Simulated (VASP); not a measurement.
# Nb2Sn2S (P-3m1) in VASP: a series of runs

Runs on Nb2Sn2S. Level: PBE. Tasks: relaxation of cell and atoms, single point.

Everything below comes from runs of VASP 6.6.1. Logs are shortened: lines on timing, memory, paths and dates and some standing lists are left out, and cuts for length are marked.

## 1. The cell of the first run

It takes space group P-3m1 (No. 164, trigonal). Conventional cell: a = 4.003 Å, b = 4.003 Å, c = 6.998 Å, α = 90.00°, β = 90.00°, γ = 120.00°. Nb (site symmetry 3m) has 4 Sn at 2.39 to 2.42 Å and 3 S at 3.05 Å within 3.2 Å. Sn (site symmetry 3m) has 4 Nb at 2.39 to 2.42 Å and 3 Sn at 2.93 Å within 3.2 Å. Within 4.0 Å of S (site symmetry -3m) lie 6 Nb at 3.05 Å and 6 Sn at 3.48 Å.

## 2. Relaxation of cell and atoms, PBE

The input, INCAR:

```
SYSTEM = Nb2Sn2S
ALGO     = Normal         ! electronic algorithm
EDIFF    = 1E-6           ! SCF threshold, eV
EDIFFG   = -0.04          ! ionic threshold
ENCUT    = 600            ! plane-wave cutoff, eV
GGA      = PE             ! functional
IBRION   = 2              ! ionic algorithm
ISIF     = 3              ! what is computed and relaxed
ISMEAR   = 0              ! smearing method
LASPH    = .TRUE.         ! aspherical terms in the spheres
LCHARG   = .FALSE.        ! write CHGCAR
LREAL    = .FALSE.        ! projectors in reciprocal space
LWAVE    = .FALSE.        ! write WAVECAR
NELM     = 60             ! most SCF steps
NSW      = 90             ! ionic steps
PREC     = Accurate       ! precision mode
SIGMA    = 0.1            ! smearing width, eV
```

The input, KPOINTS:

```
k-points
0
G
  6 6 4
  0 0 0
```

The input, POSCAR:

```
Nb2Sn2S
1.0
    4.0032452600      0.0000000000      0.0000000000
   -2.0016226300      3.4669121000      0.0000000000
    0.0000000000      0.0000000000      6.9983037700
Nb Sn S
2 2 1
Direct
    0.3333333300      0.6666666700      0.2839952400
    0.6666666700      0.3333333300      0.7160047600
    0.3333333300      0.6666666700      0.6290934100
    0.6666666700      0.3333333300      0.3709065900
    0.0000000000      0.0000000000      0.0000000000
```

Potentials or basis: VASP PAW PBE potentials, release 64 (Nb_sv, Sn_d, S).

Run with:

```sh
cat potpaw_PBE.64/Nb_sv/POTCAR potpaw_PBE.64/Sn_d/POTCAR potpaw_PBE.64/S/POTCAR > POTCAR
mpirun -np 1 vasp_std > vasp.out
```

OUTCAR:

```text
SYSTEM = Nb2Sn2S
   EDIFF = 1E-6
   EDIFFG = -0.04
   ENCUT = 600
   GGA = PE
   IBRION = 2
   ISIF = 3
   ISMEAR = 0
   LASPH = .TRUE.
   LREAL = .FALSE.
   NELM = 60
   NSW = 90
   PREC = Accurate

 ion  position               nearest neighbor table
   1  0.333  0.667  0.284-   4 2.39   4 2.39   4 2.39   3 2.42
   2  0.667  0.333  0.716-   3 2.39   3 2.39   3 2.39   4 2.42
   3  0.333  0.667  0.629-   2 2.39   2 2.39   2 2.39   1 2.42   4 2.93   4 2.93   4 2.93
   4  0.667  0.333  0.371-   1 2.39   1 2.39   1 2.39   2 2.42   3 2.93   3 2.93   3 2.93
   5  0.000  0.000  0.000-

  LATTYP: Found a hexagonal cell.
 ALAT       =     4.0032452600
 C/A-ratio  =     1.7481576360

  Lattice vectors:

 A1 = (   4.0032452600,   0.0000000000,   0.0000000000)
 A2 = (  -2.0016226300,   3.4669121000,   0.0000000000)
 A3 = (   0.0000000000,   0.0000000000,   6.9983037700)

Analysis of symmetry for initial positions (statically):
=====================================================================
 Subroutine PRICEL returns:
 Original cell was already a primitive cell.

 Routine SETGRP: Setting up the symmetry group for a
 hexagonal supercell.

 Subroutine GETGRP returns: Found 12 space group operations
 (whereof 12 operations were pure point group operations)
 out of a pool of 24 trial point group operations.

The static configuration has the point symmetry D_3d.

Analysis of symmetry for dynamics (positions and initial velocities):
=====================================================================
 Subroutine PRICEL returns:
 Original cell was already a primitive cell.

 Routine SETGRP: Setting up the symmetry group for a
 hexagonal supercell.

 Subroutine GETGRP returns: Found 12 space group operations
 (whereof 12 operations were pure point group operations)
 out of a pool of 24 trial point group operations.

The dynamic configuration has the point symmetry D_3d.

 Subroutine INISYM returns: Found 12 space group operations
 (whereof 12 operations are pure point group operations),
 and found     1 'primitive' translations

----------------------------------------------------------------------------------------

                                     Primitive cell

  volume of cell :      97.1288

  direct lattice vectors                    reciprocal lattice vectors
     4.003245260  0.000000000  0.000000000     0.249797336  0.144220559  0.000000000
    -2.001622630  3.466912100  0.000000000     0.000000000  0.288441117  0.000000000
     0.000000000  0.000000000  6.998303770     0.000000000  0.000000000  0.142891768

  length of vectors
     4.003245260  4.003245266  6.998303770     0.288441118  0.288441117  0.142891768

  position of ions in fractional coordinates (direct lattice)
     0.333333330  0.666666670  0.283995240
     0.666666670  0.333333330  0.716004760
     0.333333330  0.666666670  0.629093410
     0.666666670  0.333333330  0.370906590
     0.000000000  0.000000000  0.000000000

  ion indices of the primitive-cell ions
   primitive index   ion index
                 1           1
                 2           2
                 3           3
                 4           4
                 5           5

----------------------------------------------------------------------------------------

 KPOINTS: k-points

Automatic generation of k-mesh.
 Grid dimensions read from file:
 generate k-points for:    6    6    4

 Generating k-lattice:

  Cartesian coordinates                     Fractional coordinates (reciprocal lattice)
     0.041632889  0.024036760  0.000000000     0.166666667  0.000000000  0.000000000
     0.000000000  0.048073520  0.000000000     0.000000000  0.166666667  0.000000000
     0.000000000  0.000000000  0.035722942     0.000000000  0.000000000  0.250000000

  Length of vectors
     0.048073520  0.048073520  0.035722942

  Shift w.r.t. Gamma in fractional coordinates (k-lattice)
     0.000000000  0.000000000  0.000000000

 Subroutine IBZKPT returns following result:
 ===========================================

 Found     24 irreducible k-points:

 Following reciprocal coordinates:
            Coordinates               Weight
  0.000000  0.000000  0.000000      1.000000
  0.166667  0.000000  0.000000      6.000000
  0.333333 -0.000000  0.000000      6.000000
  0.500000 -0.000000  0.000000      3.000000
  0.166667  0.166667  0.000000      6.000000
  0.333333  0.166667  0.000000     12.000000
[... 16 lines left out ...]
  0.333333  0.166667  0.500000     12.000000
  0.333333  0.333333  0.500000      2.000000
   k-points           NKPTS =     24   k-points in BZ     NKDIM =     24   number of bands    NBANDS=     36
   number of dos      NEDOS =    301   number of ions     NIONS =      5
   total plane-waves  NPLWV =  57344
   dimension x,y,z NGX =    32 NGY =   32 NGZ =   56
   dimension x,y,z NGXF=    64 NGYF=   64 NGZF=  112
   ions per type =               2   2   1
   NGX,Y,Z   is equivalent  to a cutoff of  13.29, 13.29, 13.30 a.u.
   NGXF,Y,Z  is equivalent  to a cutoff of  26.58, 26.58, 26.61 a.u.
 SYSTEM =  Nb2Sn2S
   PREC   = accura    normal or accurate (medium, high low for compatibility)
   ISTART =      0    job   : 0-new  1-cont  2-samecut
   ICHARG =      2    charge: 1-file 2-atom 10-const
   ISPIN  =      1    spin polarized calculation?
   LNONCOLLINEAR =      F non collinear calculations
   LSORBIT =      F    spin-orbit coupling
   LASPH  =      T    aspherical Exc in radial PAW
   ENCUT  =  600.0 eV  44.10 Ry    6.64 a.u.   8.00  8.00 13.98*2*pi/ulx,y,z
   NELM   =     60;   NELMIN=  2; NELMDL= -5     # of ELM steps
   EDIFF  = 0.1E-05   stopping-criterion for ELM
   LREAL  =      F    real-space projection
   EDIFFG = -.4E-01   stopping-criterion for IOM
   NSW    =     90    number of steps for IOM
   IBRION =      2    ionic relax: 0-MD 1-quasi-New 2-CG
   NFREE  =      1    steps in history (QN), initial steepest desc. (CG)
   ISIF   =      3    stress and relaxation
   ISYM   =      2    0-nonsym 1-usesym 2-fastsym
   POTIM  = 0.5000    time-step for ionic-motion
   TEBEG  =    0.0;   TEEND  =   0.0 temperature during run
   PSTRESS=    0.0 pullay stress
   NELECT =      60.0000    total number of electrons
   NUPDOWN=      -1.0000    fix difference up-down
   EMIN   =  10.00;   EMAX   =-10.00  energy-range for DOS
   EFERMI =   0.00;   METHOD = LEGACY
   ISMEAR =     0;   SIGMA  =   0.10  broadening in eV -4-tet -1-fermi 0-gaus
   EFERMI_NEDOS =   21; number of points for ismear=-14 and -15
   IALGO  =     38    algorithm
   IMIX   =      4    mixing-type and parameters
     AMIX     =   0.40;   BMIX     =  1.00
     AMIX_MAG =   1.60;   BMIX_MAG =  1.00
  volume/ion in A,a.u.               =      19.43       131.09
  Fermi-wavevector in a.u.,A,eV,Ry     =   1.394256  2.634763 26.449057  1.943951
  Thomas-Fermi vector in A             =   2.517823
   LORBIT       =      0    0 simple, 1 ext, 2 COOP (PROOUT), +10 PAW based schemes
   GGA     = PE    functional components
   LHFCALC =     F    Hartree Fock is set to
   AEXX    =    0.0000 exact exchange contribution
   IVDW    =     0    specifies the selected vdW correction
   LEPSILON=     F    determine dielectric tensor
   LRPA    =     F    only Hartree local field effects (RPA)
 conjugate gradient relaxation of ions
 non-spin polarized calculation
 Gauss-broadening in eV      SIGMA  =   0.10
  energy-cutoff  :      600.00
  volume of cell :       97.13
 maximum number of plane-waves:      3258
   NGX = 15   NGY = 15   NGZ = 27

--------------------------------------- Ionic step        1  -------------------------------------------

 number of electron      59.9999996 magnetization

 Free energy of the ion-electron system (eV)
  ---------------------------------------------------
  ext. energy  EPLUGINS =         0.00000000
  ---------------------------------------------------
  free energy    TOTEN  =       -21.84307427 eV

  energy without entropy =      -21.81371798  energy(sigma->0) =      -21.82839612

------------------------ aborting loop because EDIFF is reached ----------------------------------------

  FORCE on cell =-STRESS in cart. coord.  units (eV):
  Direction    XX          YY          ZZ          XY          YZ          ZX
  --------------------------------------------------------------------------------------
  -------------------------------------------------------------------------------------
  Total       33.6789125     33.6789126     27.5370928      0.0000000      0.0000000      0.0000000
  in kB      555.5470213    555.5470236    454.2352686      0.0000000      0.0000000      0.0000000
  external PRESSURE =     521.7764378 kB  Pullay stress =       0.0000000 kB
[... 24 lines left out ...]
  energy  without entropy=      -21.8137179763  energy(sigma->0) =      -21.82839612

--------------------------------------- Ionic step        2  -------------------------------------------

 number of electron      60.0000008 magnetization

 E-fermi :   2.3453     XC(G=0):  -7.9238

 val. band max:        2.3388736709   @ k =   0.0000   0.3333   0.2500
 cond. band min:       2.3494048156   @ k =   0.1667   0.1667   0.0000
 fundamental gap:      0.0105311447
 Fermi energy:         2.3453421749

 k-point     1 :       0.0000    0.0000    0.0000
  band No.  band energies     occupation
      1     -53.6805      2.00000
      2     -53.6805      2.00000
      3     -29.6757      2.00000
      4     -29.6757      2.00000
      5     -29.6754      2.00000
      6     -29.6754      2.00000
[... 996 lines left out ...]
  FREE ENERGIE OF THE ION-ELECTRON SYSTEM (eV)
  ---------------------------------------------------
  free  energy   TOTEN  =       -28.0172448807 eV

  energy  without entropy=      -28.0026813992  energy(sigma->0) =      -28.00996314

 E-fermi :   6.4272     XC(G=0):  -9.9384

 val. band max:        6.3934718386   @ k =   0.3333   0.3333   0.0000
 cond. band min:       6.4588867178   @ k =   0.0000   0.0000   0.2500
 fundamental gap:      0.0654148792
 Fermi energy:         6.4271527427

 k-point     1 :       0.0000    0.0000    0.0000
  band No.  band energies     occupation
      1     -49.0457      2.00000
      2     -49.0453      2.00000
      3     -25.1261      2.00000
      4     -25.1171      2.00000
      5     -25.1114      2.00000
      6     -25.1114      2.00000
[... 925 lines left out ...]
     35       8.1488      0.00000
     36       8.4321      0.00000

 E-fermi :  10.3266     XC(G=0): -11.3474

 val. band max:       10.3028679090   @ k =   0.0000   0.3333   0.2500
 cond. band min:      10.3283483988   @ k =   0.3333  -0.0000   0.2500
 fundamental gap:      0.0254804898
 Fermi energy:        10.3266413992

 k-point     1 :       0.0000    0.0000    0.0000
  band No.  band energies     occupation
      1     -44.7562      2.00000
      2     -44.5759      2.00000
      3     -21.0233      2.00000
      4     -21.0233      2.00000
      5     -20.9336      2.00000
      6     -20.7993      2.00000
[... 925 lines left out ...]
     35      12.8664      0.00000
     36      12.8664      0.00000

[... ionic steps 4 to 26 ...]

--------------------------------------- Ionic step       27  -------------------------------------------

 number of electron      60.0000009 magnetization

------------------------ aborting loop because EDIFF is reached ----------------------------------------

  FORCE on cell =-STRESS in cart. coord.  units (eV):
  Direction    XX          YY          ZZ          XY          YZ          ZX
  --------------------------------------------------------------------------------------
  -------------------------------------------------------------------------------------
  Total        0.0316572      0.0316572      0.0767639     -0.0000000     -0.0000000      0.0000000
  in kB        0.4769813      0.4769813      1.1566086     -0.0000000     -0.0000000      0.0000000
  external PRESSURE =       0.7035237 kB  Pullay stress =       0.0000000 kB
[... 63 lines left out ...]
  energy  without entropy=      -33.0112277981  energy(sigma->0) =      -33.01906241

--------------------------------------- Ionic step       29  -------------------------------------------

 number of electron      60.0000009 magnetization

 Free energy of the ion-electron system (eV)
  ---------------------------------------------------
  ext. energy  EPLUGINS =         0.00000000
  ---------------------------------------------------
  free energy    TOTEN  =       -33.02705955 eV

  energy without entropy =      -33.01128275  energy(sigma->0) =      -33.01917115

 E-fermi :   9.4286     XC(G=0): -11.0394

 val. band max:        9.3966966911   @ k =   0.3333  -0.0000   0.2500
 cond. band min:       9.4315614934   @ k =   0.1667   0.0000   0.0000
 fundamental gap:      0.0348648023
 Fermi energy:         9.4285618907

 k-point     1 :       0.0000    0.0000    0.0000
  band No.  band energies     occupation
      1     -45.6319      2.00000
      2     -45.4748      2.00000
      3     -21.8666      2.00000
      4     -21.8666      2.00000
      5     -21.7897      2.00000
      6     -21.7151      2.00000
[... 957 lines left out ...]
  FREE ENERGIE OF THE ION-ELECTRON SYSTEM (eV)
  ---------------------------------------------------
  free  energy   TOTEN  =       -33.0270595479 eV

  energy  without entropy=      -33.0112827491  energy(sigma->0) =      -33.01917115

 reached required accuracy - stopping structural energy minimisation
```

Wall time 32 min (1 thread of Intel Xeon 6975P-C, shared host); peak memory 0.31 GiB.

What came out:

| Item | Value |
| --- | --- |
| Free energy | -33.0271 eV |
| Relaxed volume | 21.27 Å³/atom |
| Relaxed cell | a = 4.551 Å, b = 4.551 Å, c = 5.930 Å, α = 90.00°, β = 90.00°, γ = 120.00° |
| Space group after relaxing (to 0.05 Å) | P-3m1 (No. 164) |
| Energy gained by relaxing | 2236.8 meV/atom |
| Ionic steps | 29 |
| Pressure after relaxing | -0.1 GPa |
| Largest force after relaxing | 0.016 eV/Å |
| Band gap on the k mesh | zero (band 30 reaches 10.34 eV, above the bottom of band 31 at 9.27 eV) |

Forces on the atoms (eV/Å):
```
Nb   0.000  0.000  0.004
Nb   0.000  0.000 -0.004
Sn   0.000  0.000 -0.016
Sn   0.000  0.000  0.016
S    0.000  0.000  0.000
```

Stress tensor (GPa, compression positive):
```
-0.06  0.00  0.00
 0.00 -0.06  0.00
 0.00  0.00 -0.22
```

Step by step:
```
step  energy change (eV)  largest force (eV/Å)  pressure (GPa)  volume (Å³)
   1              0.0000                9.1670           52.18        97.13
   2             -0.5542                0.6747          -12.69       215.81
   3             -6.1742                1.2470           -5.57       139.69
   4             -6.2519                1.5692           -3.72       135.71
   5             -6.2696                1.8712           -1.92       132.40
   6             -6.7032                2.0080           -2.19       128.32
   7             -7.9924                2.8229           -2.35       116.41
   8             -9.6025                3.2114           15.41        94.02
   9             -9.7277                2.8712           15.52        93.91
  10             -9.9797                2.7456           16.47        93.57
  11             -9.8721                2.5203           21.14        92.86
  12            -10.0305                2.7902           17.88        93.31
  13            -10.2577                2.5609           14.71        95.04
  14            -10.7375                1.9085            6.62       100.33
  15            -10.9580                1.0430           -4.58       111.50
  16            -10.9810                1.1902           -2.52       108.91
  17            -10.9812                1.2131           -2.23       108.55
  18            -11.0198                1.1218           -1.94       108.24
  19            -11.1106                0.8220           -0.95       107.28
  20            -11.1379                0.6759            1.93       105.35
  21            -11.1553                0.3878            0.60       106.16
  22            -11.1556                0.3466            0.73       106.06
  23            -11.1661                0.2619            0.24       106.48
  24            -11.1765                0.1017           -1.17       107.74
  25            -11.1769                0.1259           -0.96       107.54
  26            -11.1824                0.1137           -0.29       106.75
  27            -11.1831                0.1084            0.07       106.34
  28            -11.1838                0.0492           -0.03       106.35
  29            -11.1840                0.0159           -0.11       106.36
```

Final structure:
```yaml
crystal:
  lattice:
    - [4.55093, 0.00000, 0.00000]
    - [-2.27546, 3.94122, 0.00000]
    - [0.00000, 0.00000, 5.92986]
  atoms:
    - { symbol: Nb, position: [0.33333, 0.66667, 0.09556] }
    - { symbol: Nb, position: [0.66667, 0.33333, 0.90444] }
    - { symbol: Sn, position: [0.33333, 0.66667, 0.61863] }
    - { symbol: Sn, position: [0.66667, 0.33333, 0.38137] }
    - { symbol: S, position: [0.00000, 0.00000, 0.00000] }
```

Caveat: spin-orbit coupling is left out, which moves the levels of the heavy elements.

(Part 1 of 2 ends here.)
